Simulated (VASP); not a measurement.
# TaAlMo3 (P6/mmm) in VASP: single point with PBE

Aim: the single point of TaAlMo3 with PBE.

All numbers are computed with VASP 6.6.1; they aren't measurements. Logs are shortened: lines on timing, memory, paths and dates and some standing lists are left out, and cuts for length are marked.

### Step 1. The cell of the first run

The structure is hexagonal, space group P6/mmm (No. 191). Conventional cell: a = 5.278 Å, b = 5.278 Å, c = 5.283 Å, α = 90.00°, β = 90.00°, γ = 120.00°. Ta (site symmetry 6/mmm) has 6 Mo at 2.64 Å and 2 Al at 2.64 Å within 3.5 Å. Al (site symmetry 6/mmm) has 2 Ta at 2.64 Å within 3.5 Å. Mo (site symmetry mmm) has 4 Mo at 2.64 Å and 2 Ta at 2.64 Å within 3.5 Å.

The cell was generated, and may not be a known phase.

### Step 2. Single point, PBE, collinear spin

Input file INCAR:

```
PREC = Accurate
ENCUT = 500
EDIFF = 1E-6
ISMEAR = 0
SIGMA = 0.1
LREAL = False
LASPH = True
NELM = 200
ALGO = Normal
ISIF = 2
LWAVE = False
LCHARG = False
ISPIN = 2
MAGMOM = 0 0 1 1 1
LORBIT = 11
LMAXMIX = 4
GGA = PE
NBANDS = 41
GGA_COMPAT = False
```

Input file KPOINTS:

```
Automatic mesh
0
Gamma
  6 6 4
```

Input file POSCAR:

```
TaAlMo3
1.0
    5.2779319557      0.0000000000      0.0000000000
   -2.6389659779      4.5708231531      0.0000000000
    0.0000000000      0.0000000000      5.2833025347
Ta Al Mo
1 1 3
Direct
    0.0000000000      0.0000000000      0.5000000000
    0.0000000000      0.0000000000      0.0000000000
    0.5000000000      0.0000000000      0.5000000000
    0.0000000000      0.5000000000      0.5000000000
    0.5000000000      0.5000000000      0.5000000000
```

Potentials or basis: VASP PAW PBE potentials, release 64 (Ta_sv_GW, Al, Mo_sv).

On the command line:

```
cat potpaw_PBE.64/Ta_sv_GW/POTCAR potpaw_PBE.64/Al/POTCAR potpaw_PBE.64/Mo_sv/POTCAR > POTCAR
mpirun -np 1 vasp_std > vasp.out
```

OUTCAR:

```text
PREC = Accurate
   ENCUT = 500
   EDIFF = 1E-6
   ISMEAR = 0
   LREAL = False
   LASPH = True
   NELM = 200
   ISIF = 2
   ISPIN = 2
   LORBIT = 11
   GGA = PE

 ion  position               nearest neighbor table
   1  0.000  0.000  0.500-   5 2.64   5 2.64   3 2.64   3 2.64   4 2.64   4 2.64   2 2.64   2 2.64

   2  0.000  0.000  0.000-   1 2.64   1 2.64
   3  0.500  0.000  0.500-   4 2.64   4 2.64   1 2.64   1 2.64   5 2.64   5 2.64
   4  0.000  0.500  0.500-   3 2.64   3 2.64   5 2.64   5 2.64   1 2.64   1 2.64
   5  0.500  0.500  0.500-   1 2.64   1 2.64   4 2.64   4 2.64   3 2.64   3 2.64

  LATTYP: Found a hexagonal cell.
 ALAT       =     5.2779319557
 C/A-ratio  =     1.0010175537

  Lattice vectors:

 A1 = (   5.2779319557,   0.0000000000,   0.0000000000)
 A2 = (  -2.6389659779,   4.5708231531,   0.0000000000)
 A3 = (   0.0000000000,   0.0000000000,   5.2833025347)

Analysis of symmetry for initial positions (statically):
=====================================================================
 Subroutine PRICEL returns:
 Original cell was already a primitive cell.

 Routine SETGRP: Setting up the symmetry group for a
 hexagonal supercell.

 Subroutine GETGRP returns: Found 24 space group operations
 (whereof 24 operations were pure point group operations)
 out of a pool of 24 trial point group operations.

The static configuration has the point symmetry D_6h.

Analysis of symmetry for dynamics (positions and initial velocities):
=====================================================================
 Subroutine PRICEL returns:
 Original cell was already a primitive cell.

 Routine SETGRP: Setting up the symmetry group for a
 hexagonal supercell.

 Subroutine GETGRP returns: Found 24 space group operations
 (whereof 24 operations were pure point group operations)
 out of a pool of 24 trial point group operations.

The dynamic configuration has the point symmetry D_6h.

Analysis of structural, dynamic, and magnetic symmetry:
=====================================================================
 Subroutine PRICEL returns:
 Original cell was already a primitive cell.

 Routine SETGRP: Setting up the symmetry group for a
 hexagonal supercell.

 Subroutine GETGRP returns: Found 24 space group operations
 (whereof 24 operations were pure point group operations)
 out of a pool of 24 trial point group operations.

The overall configuration has the point symmetry D_6h.

 Subroutine INISYM returns: Found 24 space group operations
 (whereof 24 operations are pure point group operations),
 and found     1 'primitive' translations

----------------------------------------------------------------------------------------

                                     Primitive cell

  volume of cell :     127.4570

  direct lattice vectors                    reciprocal lattice vectors
     5.277931956  0.000000000  0.000000000     0.189468149  0.109389487  0.000000000
    -2.638965978  4.570823153  0.000000000     0.000000000  0.218778974  0.000000000
     0.000000000  0.000000000  5.283302535     0.000000000  0.000000000  0.189275551

  length of vectors
     5.277931956  5.277931956  5.283302535     0.218778974  0.218778974  0.189275551

  position of ions in fractional coordinates (direct lattice)
     0.000000000  0.000000000  0.500000000
     0.000000000  0.000000000  0.000000000
     0.500000000  0.000000000  0.500000000
     0.000000000  0.500000000  0.500000000
     0.500000000  0.500000000  0.500000000

  ion indices of the primitive-cell ions
   primitive index   ion index
                 1           1
                 2           2
                 3           3
                 4           4
                 5           5

----------------------------------------------------------------------------------------

 KPOINTS: Automatic mesh

Automatic generation of k-mesh.
 Grid dimensions read from file:
 generate k-points for:    6    6    4

 Generating k-lattice:

  Cartesian coordinates                     Fractional coordinates (reciprocal lattice)
     0.031578025  0.018231581  0.000000000     0.166666667 -0.000000000  0.000000000
     0.000000000  0.036463162  0.000000000     0.000000000  0.166666667  0.000000000
     0.000000000  0.000000000  0.047318888     0.000000000  0.000000000  0.250000000

  Length of vectors
     0.036463162  0.036463162  0.047318888

  Shift w.r.t. Gamma in fractional coordinates (k-lattice)
     0.000000000  0.000000000  0.000000000

 Subroutine IBZKPT returns following result:
 ===========================================

 Found     21 irreducible k-points:

 Following reciprocal coordinates:
            Coordinates               Weight
  0.000000  0.000000  0.000000      1.000000
  0.166667  0.000000  0.000000      6.000000
  0.333333  0.000000  0.000000      6.000000
  0.500000  0.000000  0.000000      3.000000
  0.166667  0.166667  0.000000      6.000000
  0.333333  0.166667  0.000000     12.000000
[... 13 lines left out ...]
  0.333333  0.166667  0.500000     12.000000
  0.333333  0.333333  0.500000      2.000000
   k-points           NKPTS =     21   k-points in BZ     NKDIM =     21   number of bands    NBANDS=     41
   number of dos      NEDOS =    301   number of ions     NIONS =      5
   total plane-waves  NPLWV =  64000
   dimension x,y,z NGX =    40 NGY =   40 NGZ =   40
   dimension x,y,z NGXF=    80 NGYF=   80 NGZF=   80
   ions per type =               1   1   3
   NGX,Y,Z   is equivalent  to a cutoff of  12.60, 12.60, 12.59 a.u.
   NGXF,Y,Z  is equivalent  to a cutoff of  25.20, 25.20, 25.17 a.u.
 SYSTEM =  unknown system
   PREC   = accura    normal or accurate (medium, high low for compatibility)
   ISTART =      0    job   : 0-new  1-cont  2-samecut
   ICHARG =      2    charge: 1-file 2-atom 10-const
   ISPIN  =      2    spin polarized calculation?
   LNONCOLLINEAR =      F non collinear calculations
   LSORBIT =      F    spin-orbit coupling
   LASPH  =      T    aspherical Exc in radial PAW
   ENCUT  =  500.0 eV  36.75 Ry    6.06 a.u.   9.62  9.62  9.63*2*pi/ulx,y,z
   NELM   =    200;   NELMIN=  2; NELMDL= -5     # of ELM steps
   EDIFF  = 0.1E-05   stopping-criterion for ELM
   LREAL  =      F    real-space projection
   EDIFFG = 0.1E-04   stopping-criterion for IOM
   NSW    =      0    number of steps for IOM
   IBRION =     -1    ionic relax: 0-MD 1-quasi-New 2-CG
   NFREE  =      0    steps in history (QN), initial steepest desc. (CG)
   ISIF   =      2    stress and relaxation
   ISYM   =      2    0-nonsym 1-usesym 2-fastsym
   POTIM  = 0.5000    time-step for ionic-motion
   TEBEG  =    0.0;   TEEND  =   0.0 temperature during run
   PSTRESS=    0.0 pullay stress
   NELECT =      58.0000    total number of electrons
   NUPDOWN=      -1.0000    fix difference up-down
   EMIN   =  10.00;   EMAX   =-10.00  energy-range for DOS
   EFERMI =   0.00;   METHOD = LEGACY
   ISMEAR =     0;   SIGMA  =   0.10  broadening in eV -4-tet -1-fermi 0-gaus
   EFERMI_NEDOS =   21; number of points for ismear=-14 and -15
   IALGO  =     38    algorithm
   IMIX   =      4    mixing-type and parameters
     AMIX     =   0.40;   BMIX     =  1.00
     AMIX_MAG =   1.60;   BMIX_MAG =  1.00
  volume/ion in A,a.u.               =      25.49       172.02
  Fermi-wavevector in a.u.,A,eV,Ry     =   1.259204  2.379551 21.573343  1.585596
  Thomas-Fermi vector in A             =   2.392776
   LORBIT       =     11    0 simple, 1 ext, 2 COOP (PROOUT), +10 PAW based schemes
   GGA     = PE    functional components
   LHFCALC =     F    Hartree Fock is set to
   AEXX    =    0.0000 exact exchange contribution
   IVDW    =     0    specifies the selected vdW correction
   LEPSILON=     F    determine dielectric tensor
   LRPA    =     F    only Hartree local field effects (RPA)
 spin polarized calculation
 Gauss-broadening in eV      SIGMA  =   0.10
  energy-cutoff  :      500.00
  volume of cell :      127.46
 maximum number of plane-waves:      3261
 NGX is ok and might be reduce to    40
   NGX = 19   NGY = 19   NGZ = 19

 number of electron      58.0000001 magnetization      -0.0029415

 number of electron      58.0000001 magnetization       0.0002332

 Free energy of the ion-electron system (eV)
  ---------------------------------------------------
  ext. energy  EPLUGINS =         0.00000000
  ---------------------------------------------------
  free energy    TOTEN  =       -42.99296650 eV

  energy without entropy =      -42.96915580  energy(sigma->0) =      -42.98106115

 E-fermi :   5.6555     XC(G=0):  -9.8842

 val. band max:        5.6483578359   @ k =   0.5000   0.0000   0.2500
 cond. band min:       5.6838010323   @ k =   0.5000   0.0000   0.5000
 fundamental gap:      0.0354431964
 Fermi energy:         5.6554666083

 spin component 1

 k-point     1 :       0.0000    0.0000    0.0000
  band No.  band energies     occupation
      1     -61.7096      1.00000
      2     -55.2929      1.00000
      3     -55.0500      1.00000
      4     -55.0500      1.00000
      5     -30.1746      1.00000
      6     -30.0246      1.00000
[... 33 lines left out ...]
     40      10.9958      0.00000
     41      11.0951      0.00000

 k-point     2 :       0.1667    0.0000    0.0000
  band No.  band energies     occupation
      1     -61.7094      1.00000
      2     -55.2794      1.00000
      3     -55.0650      1.00000
      4     -55.0501      1.00000
      5     -30.0994      1.00000
      6     -29.9533      1.00000
[... 825 lines left out ...]
     40       9.5072      0.00000
     41       9.5730      0.00000

 k-point    21 :       0.3333    0.3333    0.5000
  band No.  band energies     occupation
      1     -61.7087      1.00000
      2     -55.1752      1.00000
      3     -55.1752      1.00000
      4     -55.0493      1.00000
      5     -29.6003      1.00000
      6     -29.6003      1.00000
[... 33 lines left out ...]
     40       9.0178      0.00000
     41       9.6773      0.00000
 Fermi energy:         5.6554666083

 spin component 2

 k-point     1 :       0.0000    0.0000    0.0000
  band No.  band energies     occupation
      1     -61.7096      1.00000
      2     -55.2929      1.00000
      3     -55.0500      1.00000
      4     -55.0500      1.00000
      5     -30.1746      1.00000
      6     -30.0246      1.00000
[... 33 lines left out ...]
     40      10.9958      0.00000
     41      11.0951      0.00000

 k-point     2 :       0.1667    0.0000    0.0000
  band No.  band energies     occupation
      1     -61.7094      1.00000
      2     -55.2794      1.00000
      3     -55.0649      1.00000
      4     -55.0501      1.00000
      5     -30.0994      1.00000
      6     -29.9532      1.00000
[... 825 lines left out ...]
     40       9.5072      0.00000
     41       9.5730      0.00000

 k-point    21 :       0.3333    0.3333    0.5000
  band No.  band energies     occupation
      1     -61.7086      1.00000
      2     -55.1752      1.00000
      3     -55.1752      1.00000
      4     -55.0493      1.00000
      5     -29.6003      1.00000
      6     -29.6003      1.00000
[... 33 lines left out ...]
     40       9.0178      0.00000
     41       9.6773      0.00000

------------------------ aborting loop because EDIFF is reached ----------------------------------------

  FORCE on cell =-STRESS in cart. coord.  units (eV):
  Direction    XX          YY          ZZ          XY          YZ          ZX
  --------------------------------------------------------------------------------------
  -------------------------------------------------------------------------------------
  Total        0.0566268      0.0566268     -0.1415038     -0.0000000      0.0000000      0.0000000
  in kB        0.7118177      0.7118177     -1.7787507     -0.0000000      0.0000000      0.0000000
  external PRESSURE =      -0.1183718 kB  Pullay stress =       0.0000000 kB

 VOLUME and BASIS-vectors are now :
 -----------------------------------------------------------------------------
  energy-cutoff  :      500.00
  volume of cell :      127.46
      direct lattice vectors                 reciprocal lattice vectors
     5.277931956  0.000000000  0.000000000     0.189468149  0.109389487  0.000000000
    -2.638965978  4.570823153  0.000000000     0.000000000  0.218778974  0.000000000
     0.000000000  0.000000000  5.283302535     0.000000000  0.000000000  0.189275551

 POSITION                                       TOTAL-FORCE (eV/Angst)
 -----------------------------------------------------------------------------------
      0.00000      0.00000      2.64165        -0.000000      0.000000      0.000000
      0.00000      0.00000      0.00000        -0.000000      0.000000      0.000000
      2.63897      0.00000      2.64165        -0.000000      0.000000      0.000000
     -1.31948      2.28541      2.64165         0.000000      0.000000      0.000000
      1.31948      2.28541      2.64165        -0.000000      0.000000      0.000000
 -----------------------------------------------------------------------------------
    total drift:                               -0.000000      0.000000     -0.000000

  FREE ENERGIE OF THE ION-ELECTRON SYSTEM (eV)
  ---------------------------------------------------
  free  energy   TOTEN  =       -42.9929665024 eV

  energy  without entropy=      -42.9691558048  energy(sigma->0) =      -42.98106115

 total charge

# of ion       s       p       d       f       tot
--------------------------------------------------
    1        3.735   6.009   2.526   0.045  12.315
    2        0.489   0.251   0.000   0.000   0.740
    3        2.390   6.106   4.037   0.000  12.534
    4        2.390   6.106   4.037   0.000  12.534
    5        2.390   6.106   4.037   0.000  12.534
--------------------------------------------------
tot         11.395  24.579  14.638   0.045  50.657

 magnetization (x)

# of ion       s       p       d       f       tot
--------------------------------------------------
    1        0.000   0.000   0.000   0.000   0.000
    2        0.000  -0.000   0.000   0.000  -0.000
    3        0.000   0.000   0.000   0.000   0.000
    4        0.000   0.000   0.000   0.000   0.000
    5        0.000   0.000   0.000   0.000   0.000
--------------------------------------------------
tot          0.000  -0.000   0.000   0.000   0.000
```

Wall time 4.1 min (1 thread of AMD EPYC 7R13 (Zen 3), shared host); peak memory 0.35 GiB.

Results:

```yaml
Free_energy: -42.9930 eV
Pressure: 0.0 GPa
Band_gap_on_the_k_mesh: zero (filled and empty bands overlap)
Net_moment: 0.00 μB per cell
Valence_electrons_inside_the_program's_atomic_spheres: Ta 12.31; Al 0.74; Mo 12.53
```

Levels at points of the mesh, in eV from the Fermi level:
Spin up:
| k point | band 26 | band 27 | band 28 | band 29 | band 30 | band 31 |
| --- | --- | --- | --- | --- | --- | --- |
| (0.00, 0.00, 0.00) | -0.33 | -0.21 | -0.21 | 0.63 | 0.63 | 1.15 |
| (0.50, 0.00, 0.00) | -1.34 | -0.95 | -0.63 | -0.63 | -0.21 | 0.10 |
| (0.00, 0.00, 0.50) | -0.21 | -0.21 | 0.34 | 1.04 | 1.04 | 1.69 |
| (0.50, 0.00, 0.50) | -0.85 | -0.63 | -0.58 | -0.50 | -0.13 | 0.03 |
Spin down:
```csv
k point,band 26,band 27,band 28,band 29,band 30,band 31
"(0.00, 0.00, 0.00)",-0.33,-0.21,-0.21,0.63,0.63,1.15
"(0.50, 0.00, 0.00)",-1.34,-0.95,-0.63,-0.63,-0.21,0.10
"(0.00, 0.00, 0.50)",-0.21,-0.21,0.34,1.04,1.04,1.69
"(0.50, 0.00, 0.50)",-0.85,-0.63,-0.58,-0.50,-0.13,0.03
```

Caveat: spin-orbit coupling is left out, which moves the levels of the heavy elements.

The gap in the log of VASP goes by the Fermi energy; the results here count the filled bands.